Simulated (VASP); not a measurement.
# Mo2Br (Fd-3m) in VASP: a series of runs

The runs below take Mo2Br through single point, with r2SCAN.

All numbers are computed with VASP 6.6.1; they aren't measurements. Logs are shortened: lines on timing, memory, paths and dates and some standing lists are left out, and cuts for length are marked.

## 1. The cell of the first run

It takes space group Fd-3m (No. 227, cubic). The conventional cell has a = 7.600 Å, b = 7.600 Å, c = 7.600 Å, α = 90.00°, β = 90.00°, γ = 90.00°. Mo (site symmetry -3m) has 6 Mo at 2.69 Å and 6 Br at 3.15 Å within 3.5 Å. Within 4.1 Å of Br (site symmetry -43m) lie 12 Mo at 3.15 Å and 4 Br at 3.29 Å.

## 2. Single point, r2SCAN

Contents of POSCAR:

```
Mo2Br
1.0
    0.0000000000      3.8002144961      3.8002144961
    3.8002144961      0.0000000000      3.8002144961
    3.8002144961      3.8002144961      0.0000000000
Mo Br
4 2
Direct
    0.6250000000      0.6250000000      0.6250000000
    0.1250000000      0.6250000000      0.6250000000
    0.6250000000      0.6250000000      0.1250000000
    0.6250000000      0.1250000000      0.6250000000
    0.0000000000      0.0000000000      0.0000000000
    0.2500000000      0.2500000000      0.2500000000
```

Contents of INCAR.step1:

```
SYSTEM = Mo2Br
  PREC = Accurate
  ENCUT = 520
  ISMEAR = 0
  SIGMA = 0.1
  LREAL = .False.
  LASPH = .True.
  NELM = 100
  NBANDS = 44
  GGA = PE
  ALGO = Normal
  EDIFF = 1E-4
  LWAVE = .True.
  LCHARG = .False.
```

Contents of INCAR.step2:

```
SYSTEM = Mo2Br
  PREC = Accurate
  ENCUT = 520
  EDIFF = 1E-6
  ISMEAR = 0
  SIGMA = 0.1
  LREAL = .False.
  LASPH = .True.
  NELM = 100
  ALGO = Normal
  ISIF = 2
  LWAVE = .False.
  LCHARG = .False.
  METAGGA = R2SCAN
  LMIXTAU = .True.
  NBANDS = 44
  ISTART = 1
```

Contents of KPOINTS:

```
regular mesh
0
Gamma
  4 4 4
  0 0 0
```

Potentials or basis: VASP PAW PBE potentials, release 64 (Mo_sv, Br).

Run with:

```
> cat potpaw_PBE.64/Mo_sv/POTCAR potpaw_PBE.64/Br/POTCAR > POTCAR
> cp INCAR.step1 INCAR
> mpirun -np 1 vasp_std > vasp.out
> cp INCAR.step2 INCAR
> mpirun -np 1 vasp_std > vasp.out
```

OUTCAR:

```text
SYSTEM = Mo2Br
   PREC = Accurate
   ENCUT = 520
   EDIFF = 1E-6
   ISMEAR = 0
   LREAL = .False.
   LASPH = .True.
   NELM = 100
   ISIF = 2
   METAGGA = R2SCAN
   ISTART = 1

 ion  position               nearest neighbor table
   1  0.625  0.625  0.625-   2 2.69   3 2.69   4 2.69   3 2.69   4 2.69   2 2.69
   2  0.125  0.625  0.625-   1 2.69   3 2.69   4 2.69   1 2.69   3 2.69   4 2.69
   3  0.625  0.625  0.125-   1 2.69   1 2.69   2 2.69   4 2.69   4 2.69   2 2.69
   4  0.625  0.125  0.625-   1 2.69   3 2.69   1 2.69   2 2.69   3 2.69   2 2.69
   5  0.000  0.000  0.000-
   6  0.250  0.250  0.250-

  LATTYP: Found a face centered cubic cell.
 ALAT       =     7.6004289922

  Lattice vectors:

 A1 = (   0.0000000000,   3.8002144961,   3.8002144961)
 A2 = (   3.8002144961,   0.0000000000,   3.8002144961)
 A3 = (   3.8002144961,   3.8002144961,   0.0000000000)

Analysis of symmetry for initial positions (statically):
=====================================================================
 Subroutine PRICEL returns:
 Original cell was already a primitive cell.

 Routine SETGRP: Setting up the symmetry group for a
 face centered cubic supercell.

 Subroutine GETGRP returns: Found 48 space group operations
 (whereof 24 operations were pure point group operations)
 out of a pool of 48 trial point group operations.

The static configuration has the point symmetry T_d .
 The point group associated with its full space group is O_h .

Analysis of symmetry for dynamics (positions and initial velocities):
=====================================================================
 Subroutine PRICEL returns:
 Original cell was already a primitive cell.

 Routine SETGRP: Setting up the symmetry group for a
 face centered cubic supercell.

 Subroutine GETGRP returns: Found 48 space group operations
 (whereof 24 operations were pure point group operations)
 out of a pool of 48 trial point group operations.

The dynamic configuration has the point symmetry T_d .
 The point group associated with its full space group is O_h .

 Subroutine INISYM returns: Found 48 space group operations
 (whereof 24 operations are pure point group operations),
 and found     1 'primitive' translations

----------------------------------------------------------------------------------------

                                     Primitive cell

  volume of cell :     109.7626
[... 80 lines left out ...]
   EDIFF  = 0.1E-05   stopping-criterion for ELM
   LREAL  =      F    real-space projection
   EDIFFG = 0.1E-04   stopping-criterion for IOM
   NSW    =      0    number of steps for IOM
   IBRION =     -1    ionic relax: 0-MD 1-quasi-New 2-CG
   NFREE  =      0    steps in history (QN), initial steepest desc. (CG)
   ISIF   =      2    stress and relaxation
   ISYM   =      2    0-nonsym 1-usesym 2-fastsym
   POTIM  = 0.5000    time-step for ionic-motion
   TEBEG  =    0.0;   TEEND  =   0.0 temperature during run
   PSTRESS=    0.0 pullay stress
   NELECT =      70.0000    total number of electrons
   NUPDOWN=      -1.0000    fix difference up-down
   EMIN   =  10.00;   EMAX   =-10.00  energy-range for DOS
   EFERMI =   0.00;   METHOD = LEGACY
   ISMEAR =     0;   SIGMA  =   0.10  broadening in eV -4-tet -1-fermi 0-gaus
   EFERMI_NEDOS =   21; number of points for ismear=-14 and -15
   IALGO  =     38    algorithm
   IMIX   =      4    mixing-type and parameters
     AMIX     =   0.40;   BMIX     =  1.00
     AMIX_MAG =   1.60;   BMIX_MAG =  1.00
  volume/ion in A,a.u.               =      18.29       123.45
  Fermi-wavevector in a.u.,A,eV,Ry     =   1.409146  2.662900 27.016995  1.985693
  Thomas-Fermi vector in A             =   2.531232
   LORBIT       =      0    0 simple, 1 ext, 2 COOP (PROOUT), +10 PAW based schemes
   METAGGA = R2SCAN    functional components
   LHFCALC =     F    Hartree Fock is set to
   AEXX    =    0.0000 exact exchange contribution
   IVDW    =     0    specifies the selected vdW correction
   LEPSILON=     F    determine dielectric tensor
   LRPA    =     F    only Hartree local field effects (RPA)
 non-spin polarized calculation
 Gauss-broadening in eV      SIGMA  =   0.10
  energy-cutoff  :      520.00
  volume of cell :      109.76
 maximum number of plane-waves:      2996
   NGX = 19   NGY = 19   NGZ = 19

 number of electron      69.9999986 magnetization

 Free energy of the ion-electron system (eV)
  ---------------------------------------------------
  ext. energy  EPLUGINS =         0.00000000
  ---------------------------------------------------
  free energy    TOTEN  =      -122.97876555 eV

  energy without entropy =     -122.95115575  energy(sigma->0) =     -122.96496065

 E-fermi :   9.6564     XC(G=0): -12.7376

 val. band max:        9.5518656096   @ k =   0.5000   0.2500   0.0000
 cond. band min:       9.6793946637   @ k =  -0.2500   0.2500   0.0000
 fundamental gap:      0.1275290542
 Fermi energy:         9.6564064166

 k-point     1 :       0.0000    0.0000    0.0000
  band No.  band energies     occupation
      1     -53.3115      2.00000
      2     -53.0110      2.00000
      3     -53.0110      2.00000
      4     -53.0110      2.00000
      5     -27.7209      2.00000
      6     -27.0142      2.00000
[... 365 lines left out ...]
     43      11.8356      0.00000
     44      11.8356      0.00000

------------------------ aborting loop because EDIFF is reached ----------------------------------------

  FORCE on cell =-STRESS in cart. coord.  units (eV):
  Direction    XX          YY          ZZ          XY          YZ          ZX
  --------------------------------------------------------------------------------------
  -------------------------------------------------------------------------------------
  Total        0.2773854      0.2773854      0.2773854      0.0000000     -0.0000000      0.0000000
  in kB        4.0489266      4.0489266      4.0489266      0.0000000     -0.0000000      0.0000000
  external PRESSURE =       4.0489266 kB  Pullay stress =       0.0000000 kB

 VOLUME and BASIS-vectors are now :
 -----------------------------------------------------------------------------
  energy-cutoff  :      520.00
  volume of cell :      109.76
      direct lattice vectors                 reciprocal lattice vectors
     0.000000000  3.800214496  3.800214496    -0.131571521  0.131571521  0.131571521
     3.800214496  0.000000000  3.800214496     0.131571521 -0.131571521  0.131571521
     3.800214496  3.800214496  0.000000000     0.131571521  0.131571521 -0.131571521

 POSITION                                       TOTAL-FORCE (eV/Angst)
 -----------------------------------------------------------------------------------
      4.75027      4.75027      4.75027        -0.000000      0.000000     -0.000000
      4.75027      2.85016      2.85016        -0.000000      0.000000     -0.000000
      2.85016      2.85016      4.75027        -0.000000      0.000000     -0.000000
      2.85016      4.75027      2.85016        -0.000000      0.000000     -0.000000
      0.00000      0.00000      0.00000        -0.000000     -0.000000     -0.000000
      1.90011      1.90011      1.90011         0.000000      0.000000      0.000000
 -----------------------------------------------------------------------------------
    total drift:                                0.000000      0.000000      0.000000

  FREE ENERGIE OF THE ION-ELECTRON SYSTEM (eV)
  ---------------------------------------------------
  free  energy   TOTEN  =      -122.9787655464 eV

  energy  without entropy=     -122.9511557532  energy(sigma->0) =     -122.96496065
```

OUTCAR.step1:

```text
SYSTEM = Mo2Br
   PREC = Accurate
   ENCUT = 520
   ISMEAR = 0
   LREAL = .False.
   LASPH = .True.
[... 595 lines left out ...]
      2.85016      4.75027      2.85016         0.000000      0.000000     -0.000000
      0.00000      0.00000      0.00000        -0.000000     -0.000000     -0.000000
      1.90011      1.90011      1.90011         0.000000      0.000000      0.000000
 -----------------------------------------------------------------------------------
    total drift:                                0.000000      0.000000      0.000000

  FREE ENERGIE OF THE ION-ELECTRON SYSTEM (eV)
  ---------------------------------------------------
  free  energy   TOTEN  =       -39.6376749209 eV

  energy  without entropy=      -39.6138809440  energy(sigma->0) =      -39.62577793
```

OSZICAR.step1:

```text
N       E                     dE             d eps       ncg     rms          rms(c)
DAV:   1     0.798912547999E+03    0.79891E+03   -0.42458E+04   712   0.159E+03
DAV:   2    -0.710592890812E+01   -0.80602E+03   -0.78756E+03   792   0.481E+02
DAV:   3    -0.406448090859E+02   -0.33539E+02   -0.32237E+02   948   0.871E+01
DAV:   4    -0.414901883965E+02   -0.84538E+00   -0.83467E+00   836   0.115E+01
DAV:   5    -0.415089737909E+02   -0.18785E-01   -0.18707E-01   904   0.153E+00    0.292E+01
DAV:   6    -0.398698154805E+02    0.16392E+01   -0.26558E+00   856   0.855E+00    0.152E+01
DAV:   7    -0.396474063077E+02    0.22241E+00   -0.13339E+00   808   0.604E+00    0.496E+00
DAV:   8    -0.396391060991E+02    0.83002E-02   -0.58374E-02   856   0.133E+00    0.177E+00
DAV:   9    -0.396378528729E+02    0.12532E-02   -0.80589E-03   880   0.544E-01    0.242E-01
DAV:  10    -0.396376757009E+02    0.17717E-03   -0.62303E-04   724   0.128E-01    0.400E-02
DAV:  11    -0.396376749209E+02    0.78006E-06   -0.35665E-05   424   0.326E-02
   1 F= -.39637675E+02 E0= -.39625778E+02  d E =-.237940E-01
```

Run time: 77 s. Hardware: 1 thread of Intel Xeon 6975P-C (Granite Rapids), shared host; peak memory 0.26 GiB.

What came out:

| Item | Value |
| --- | --- |
| Free energy | -122.9788 eV |
| Pressure | 0.4 GPa |
| Band gap on the k mesh | zero (bands 35 and 36 overlap by 2.14 eV) |

Caveat: the PAW data sets were made with another functional, which shifts forces and pressure a little.

## 3. Single point, r2SCAN

Contents of POSCAR:

```
Mo2Br
1.0
    0.0000000000      3.8022097668      3.8022097668
    3.8022097668      0.0000000000      3.8022097668
    3.8022097668      3.8022097668      0.0000000000
Mo Br
4 2
Direct
    0.1250000000      0.1250000000      0.1250000000
    0.6250000000      0.1250000000      0.1250000000
    0.1250000000      0.1250000000      0.6250000000
    0.1250000000      0.6250000000      0.1250000000
    0.5000000000      0.5000000000      0.5000000000
    0.7500000000      0.7500000000      0.7500000000
```

Contents of INCAR.step1:

```
SYSTEM = Mo2Br
PREC = Accurate
ENCUT = 520
ISMEAR = 0
SIGMA = 0.1
LREAL = .False.
LASPH = .True.
NELM = 60
NBANDS = 44
GGA = PE
ALGO = Normal
EDIFF = 1E-4
LWAVE = .True.
LCHARG = .False.
```

Contents of INCAR.step2:

```
SYSTEM = Mo2Br
PREC = Accurate
ENCUT = 520
EDIFF = 1E-6
ISMEAR = 0
SIGMA = 0.1
LREAL = .False.
LASPH = .True.
NELM = 60
ALGO = Normal
ISIF = 2
LWAVE = .False.
LCHARG = .False.
METAGGA = R2SCAN
LMIXTAU = .True.
NBANDS = 44
ISTART = 1
```

Contents of KPOINTS:

```
regular mesh
0
Gamma
  8 8 8
  0 0 0
```

Potentials or basis: VASP PAW PBE potentials, release 64 (Mo_sv, Br).

Run with:

```
> cat potpaw_PBE.64/Mo_sv/POTCAR potpaw_PBE.64/Br/POTCAR > POTCAR
> cp INCAR.step1 INCAR
> mpirun -np 1 vasp_std > vasp.out
> cp INCAR.step2 INCAR
> mpirun -np 1 vasp_std > vasp.out
```

Wall time 3.6 min (1 thread of Intel Xeon 6975P-C (Granite Rapids), shared host); peak memory 0.31 GiB.

Results (log left out):

| Item | Value |
| --- | --- |
| Free energy | -122.9029 eV |
| Pressure | 0.5 GPa |
| Band gap on the k mesh | zero (bands 35 and 36 overlap by 2.13 eV) |

Levels at points of the mesh, in eV from the Fermi level:
```
           k point  band 32  band 33  band 34  band 35  band 36  band 37  band 38  band 39
(0.00, 0.00, 0.00)     0.20     0.20     0.20     1.44     1.44     1.44     1.66     1.66
(0.50, 0.00, 0.00)    -1.19    -1.19    -1.12     0.05     0.05     0.34     0.50     0.50
(0.50, 0.50, 0.00)    -0.98    -0.95    -0.95    -0.69    -0.69     0.13     0.13     1.03
```

Caveat: the PAW data sets were made with another functional, which shifts forces and pressure a little.

The gap in the log of VASP goes by the Fermi energy; the results here count the filled bands.